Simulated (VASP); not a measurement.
# MgO (P6_3/mmc) in VASP: notebook

The runs below take MgO through elastic constants, vibrations by perturbation theory, with PBE.

Program: VASP 6.6.1. These are calculated values, not measurements. Logs are shortened: lines on timing, memory, paths and dates and some standing lists are left out, and cuts for length are marked.

## 1. The cell of the first run

It takes space group P6_3/mmc (No. 194, hexagonal). Conventional cell: a = 3.476 Å, b = 3.476 Å, c = 4.190 Å, α = 90.00°, β = 90.00°, γ = 120.00°. Mg (site symmetry -6m2) has 5 O at 2.01 to 2.09 Å within 2.7 Å. O (site symmetry -6m2) has 5 Mg at 2.01 to 2.09 Å within 2.7 Å.

## 2. Elastic constants, PBE

INCAR reads:

```
SYSTEM = MgO
ALGO     = Normal         ! electronic algorithm
EDIFF    = 1E-8           ! SCF threshold, eV
ENCUT    = 600            ! plane-wave cutoff, eV
GGA      = PE             ! functional
IBRION   = 6              ! ionic algorithm
ISIF     = 3              ! what is computed and relaxed
ISMEAR   = 0              ! smearing method
LASPH    = .TRUE.         ! aspherical terms in the spheres
LCHARG   = .FALSE.        ! write CHGCAR
LREAL    = .FALSE.        ! projectors in reciprocal space
LWAVE    = .FALSE.        ! write WAVECAR
NELM     = 60             ! most SCF steps
NFREE    = 2            
NSW      = 1              ! ionic steps
POTIM    = 0.015          ! step
PREC     = Accurate       ! precision mode
SIGMA    = 0.01           ! smearing width, eV
```

KPOINTS reads:

```
k-points
0
G
  6 6 6
  0 0 0
```

POSCAR reads:

```
MgO
1.0
    3.4755871125      0.0000000000      0.0000000000
   -1.7377935563      3.0099467325      0.0000000000
    0.0000000000      0.0000000000      4.1898226437
Mg O
2 2
Direct
    0.6666666667      0.3333333333      0.7500000000
    0.3333333333      0.6666666667      0.2500000000
    0.6666666667      0.3333333333      0.2500000000
    0.3333333333      0.6666666667      0.7500000000
```

Potentials or basis: VASP PAW PBE potentials, release 64 (Mg, O).

Command:

```bash
> cat potpaw_PBE.64/Mg/POTCAR potpaw_PBE.64/O/POTCAR > POTCAR
> mpirun -np 1 vasp_std > vasp.out
```

OUTCAR:

```text
SYSTEM = MgO
   EDIFF = 1E-8
   ENCUT = 600
   GGA = PE
   IBRION = 6
   ISIF = 3
   ISMEAR = 0
   LASPH = .TRUE.
   LREAL = .FALSE.
   NELM = 60
   NFREE = 2
   NSW = 1
   POTIM = 0.015
   PREC = Accurate

 ion  position               nearest neighbor table
   1  0.667  0.333  0.750-   4 2.01   4 2.01   4 2.01   3 2.09   3 2.09   2 2.90   2 2.90   2 2.90
                             2 2.90   2 2.90   2 2.90
   2  0.333  0.667  0.250-   3 2.01   3 2.01   3 2.01   4 2.09   4 2.09   1 2.90   1 2.90   1 2.90
                             1 2.90   1 2.90   1 2.90
   3  0.667  0.333  0.250-   2 2.01   2 2.01   2 2.01   1 2.09   1 2.09
   4  0.333  0.667  0.750-   1 2.01   1 2.01   1 2.01   2 2.09   2 2.09

  LATTYP: Found a hexagonal cell.
 ALAT       =     3.4755871125
 C/A-ratio  =     1.2055006847

  Lattice vectors:

 A1 = (   3.4755871125,   0.0000000000,   0.0000000000)
 A2 = (  -1.7377935563,   3.0099467325,   0.0000000000)
 A3 = (   0.0000000000,   0.0000000000,   4.1898226437)

Analysis of symmetry for initial positions (statically):
=====================================================================
 Subroutine PRICEL returns:
 Original cell was already a primitive cell.

 Routine SETGRP: Setting up the symmetry group for a
 hexagonal supercell.

 Subroutine GETGRP returns: Found 24 space group operations
 (whereof 12 operations were pure point group operations)
 out of a pool of 24 trial point group operations.

The static configuration has the point symmetry D_3d.
 The point group associated with its full space group is D_6h.

Analysis of symmetry for dynamics (positions and initial velocities):
=====================================================================
 Subroutine PRICEL returns:
 Original cell was already a primitive cell.

 Routine SETGRP: Setting up the symmetry group for a
 hexagonal supercell.

 Subroutine GETGRP returns: Found 24 space group operations
 (whereof 12 operations were pure point group operations)
 out of a pool of 24 trial point group operations.

The dynamic configuration has the point symmetry D_3d.
 The point group associated with its full space group is D_6h.

 Subroutine INISYM returns: Found 24 space group operations
 (whereof 12 operations are pure point group operations),
 and found     1 'primitive' translations

----------------------------------------------------------------------------------------

                                     Primitive cell

  volume of cell :      43.8311

  direct lattice vectors                    reciprocal lattice vectors
     3.475587112  0.000000000  0.000000000     0.287721173  0.166115897  0.000000000
    -1.737793556  3.009946732  0.000000000     0.000000000  0.332231793  0.000000000
     0.000000000  0.000000000  4.189822644     0.000000000  0.000000000  0.238673587

  length of vectors
     3.475587112  3.475587113  4.189822644     0.332231793  0.332231793  0.238673587

  position of ions in fractional coordinates (direct lattice)
     0.666666667  0.333333333  0.750000000
     0.333333333  0.666666667  0.250000000
     0.666666667  0.333333333  0.250000000
     0.333333333  0.666666667  0.750000000

  ion indices of the primitive-cell ions
   primitive index   ion index
                 1           1
                 2           2
                 3           3
                 4           4
[... 125 lines left out ...]

  FORCE on cell =-STRESS in cart. coord.  units (eV):
  Direction    XX          YY          ZZ          XY          YZ          ZX
  --------------------------------------------------------------------------------------
  -------------------------------------------------------------------------------------
  Total        1.1909747      1.1909747      1.1461535     -0.0000000      0.0000000     -0.0000000
  in kB       43.5341914     43.5341914     41.8958246     -0.0000000      0.0000000     -0.0000000
  external PRESSURE =      42.9880691 kB  Pullay stress =       0.0000000 kB
[... 95 lines left out ...]
  FREE ENERGIE OF THE ION-ELECTRON SYSTEM (eV)
  ---------------------------------------------------
  free  energy   TOTEN  =       -23.6337331192 eV

  energy  without entropy=      -23.6337331192  energy(sigma->0) =      -23.63373312

[... ionic steps 4 to 18 ...]

--------------------------------------- Ionic step       19  -------------------------------------------

 number of electron      16.0000000 magnetization

------------------------ aborting loop because EDIFF is reached ----------------------------------------
[... 71 lines left out ...]
--------------------------------------- Ionic step       21  -------------------------------------------

 number of electron      15.9999999 magnetization

 Free energy of the ion-electron system (eV)
  ---------------------------------------------------
  ext. energy  EPLUGINS =         0.00000000
  ---------------------------------------------------
  free energy    TOTEN  =       -23.65872498 eV

  energy without entropy =      -23.65872498  energy(sigma->0) =      -23.65872498

 E-fermi :   2.1307     XC(G=0): -10.0904

 val. band max:        2.0370653645   @ k =   0.0000   0.0000   0.0000
 cond. band min:       5.4878258905   @ k =   0.0000   0.0000   0.0000
 fundamental gap:      3.4507605260
 Fermi energy:         2.1306621184

 k-point     1 :       0.0000    0.0000    0.0000
  band No.  band energies     occupation
      1     -14.9229      2.00000
      2     -13.5239      2.00000
      3      -1.6367      2.00000
      4       0.2952      2.00000
      5       0.2952      2.00000
      6       1.2141      2.00000
      7       1.2141      2.00000
      8       2.0371      2.00000
      9       5.4878      0.00000
     10      11.5289      0.00000
     11      14.2652      0.00000
     12      14.6378      0.00000
[... 331 lines left out ...]
 k-point    24 :       0.3333    0.0000    0.5000
  band No.  band energies     occupation
      1     -14.0200      2.00000
      2     -14.0021      2.00000
      3      -1.5823      2.00000
      4      -1.5635      2.00000
      5       0.5286      2.00000
      6       0.5642      2.00000
      7       1.1558      2.00000
      8       1.1681      2.00000
      9       9.1731      0.00000
     10       9.2456      0.00000
     11      14.0755      0.00000
     12      14.1738      0.00000

 [... further k-points ...]
[... 5 lines left out ...]
  --------------------------------------------------------------------------------------
  -------------------------------------------------------------------------------------
  Total        1.1911207      1.1911207      1.1551163     -0.0000000      0.0000000     -0.0000000
  in kB       43.5395303     43.5395303     42.2234444     -0.0000000      0.0000000     -0.0000000
  external PRESSURE =      43.1008350 kB  Pullay stress =       0.0000000 kB
[... 19 lines left out ...]
  FREE ENERGIE OF THE ION-ELECTRON SYSTEM (eV)
  ---------------------------------------------------
  free  energy   TOTEN  =       -23.6587249783 eV

  energy  without entropy=      -23.6587249783  energy(sigma->0) =      -23.65872498

 INTERNAL STRAIN TENSORS FROM STRAINED CELLS
 ============================================

 INTERNAL STRAIN TENSOR FOR ION    1 for displacements in x,y,z  (eV/Angst):
          X           Y           Z          XY          YZ          ZX
  --------------------------------------------------------------------------------
  x    -0.00000     0.00000    -0.00000     8.44863    -0.00000     0.00000
  y     8.48975    -8.51887     0.00000     0.00001     0.00004    -0.00005
  z    -0.00000    -0.00000    -0.00000    -0.00000    -0.00090     0.00000

 INTERNAL STRAIN TENSORS FROM DISPLACED ATOMS
 ============================================

 INTERNAL STRAIN TENSOR FOR ION    1 for displacements in x,y,z  (eV/Angst):
          X           Y           Z          XY          YZ          ZX
  --------------------------------------------------------------------------------
  x    -0.00000     0.00000    -0.00000     8.48112     0.00000     0.00000
  y     8.48112    -8.48112     0.00000     0.00000     0.00000     0.00000
  z    -0.00000    -0.00000     0.00000     0.00000    -0.00000     0.00000

 INTERNAL STRAIN TENSOR FOR ION    4 for displacements in x,y,z  (eV/Angst):
          X           Y           Z          XY          YZ          ZX
  --------------------------------------------------------------------------------
  x     0.00000    -0.00000     0.00000    -9.64038     0.00000     0.00000
  y    -9.64038     9.64038     0.00000    -0.00000     0.00000     0.00000
  z    -0.00000     0.00000    -0.00000     0.00000     0.00000     0.00000

 Eigenvectors and eigenvalues of the dynamical matrix
 ----------------------------------------------------

   1 f  =   16.456991 THz   103.402322 2PiTHz  548.946123 cm-1    68.060614 meV
             X         Y         Z           dx          dy          dz
      1.737794  1.003316  3.142367     0.000000   -0.000000   -0.079368
     -0.000000  2.006631  1.047456    -0.000000    0.000000    0.079368
      1.737794  1.003316  1.047456     0.000000   -0.000000    0.702638
     -0.000000  2.006631  3.142367    -0.000000    0.000000   -0.702638
[... 71 lines left out ...]
  12 f/i=    0.002147 THz     0.013487 2PiTHz    0.071600 cm-1     0.008877 meV
             X         Y         Z           dx          dy          dz
      1.737794  1.003316  3.142367    -0.496981    0.233356    0.000000
     -0.000000  2.006631  1.047456    -0.496981    0.233356    0.000000
      1.737794  1.003316  1.047456    -0.403344    0.189389    0.000000
     -0.000000  2.006631  3.142367    -0.403344    0.189389    0.000000

--------------------------------------------------------------------------------------------------------

 ELASTIC MODULI CONTR FROM IONIC RELAXATION (kBar)
 Direction    XX          YY          ZZ          XY          YZ          ZX
 --------------------------------------------------------------------------------
 XX        -645.1239    645.1239      0.0000      0.0000      0.0000     -0.0000
 YY         645.1239   -645.1239     -0.0000      0.0000     -0.0000      0.0000
 ZZ           0.0000     -0.0000     -0.0000      0.0000      0.0000      0.0000
 XY           0.0000      0.0000      0.0000   -645.1239      0.0000     -0.0000
 YZ           0.0000     -0.0000      0.0000      0.0000     -0.0000      0.0000
 ZX          -0.0000      0.0000      0.0000     -0.0000      0.0000     -0.0000
 --------------------------------------------------------------------------------

 TOTAL ELASTIC MODULI (kBar)
 Direction    XX          YY          ZZ          XY          YZ          ZX
 --------------------------------------------------------------------------------
 XX        1940.8301   1396.4683    780.0192     -0.0000      0.0000     -0.0000
 YY        1396.4683   1940.8301    780.0192     -0.0000      0.0000      0.0000
 ZZ         780.0192    780.0192   2737.3181     -0.0000      0.0000     -0.0000
 XY          -0.0000     -0.0000     -0.0000    272.1809      0.0000      0.0000
 YZ           0.0000      0.0000      0.0000     -0.0000   1152.0669     -0.0000
 ZX          -0.0000     -0.0000     -0.0000      0.0000     -0.0000   1152.0669
 --------------------------------------------------------------------------------
```

Wall time 4.1 min (1 thread of Intel Xeon 6975P-C (Granite Rapids), shared host); peak memory 0.27 GiB.

Results:

- Voigt bulk modulus: 139 GPa
- Highest phonon frequency at Γ, LO-TO splitting left out: 549 cm⁻¹

Phonon frequencies in cm⁻¹ (negative: imaginary):
```
              q point                                frequencies
(0.000, 0.000, 0.000)  0 0 0 291 291 380 413 512 512 523 523 549
```

Elastic tensor in Voigt notation (GPa, in the Cartesian axes of the cell as first typed):
```
194 140  78   0   0   0
140 194  78   0   0   0
 78  78 274   0   0   0
  0   0   0 115   0   0
  0   0   0   0 115   0
  0   0   0   0   0  27
```

Clamped-ion elastic tensor (GPa):
```
259  75  78   0   0   0
 75 259  78   0   0   0
 78  78 274   0   0   0
  0   0   0 115   0   0
  0   0   0   0 115   0
  0   0   0   0   0  92
```

Caveat: the cell is under stress, which shifts elastic constants.

(Continued in part 2 of 2.)
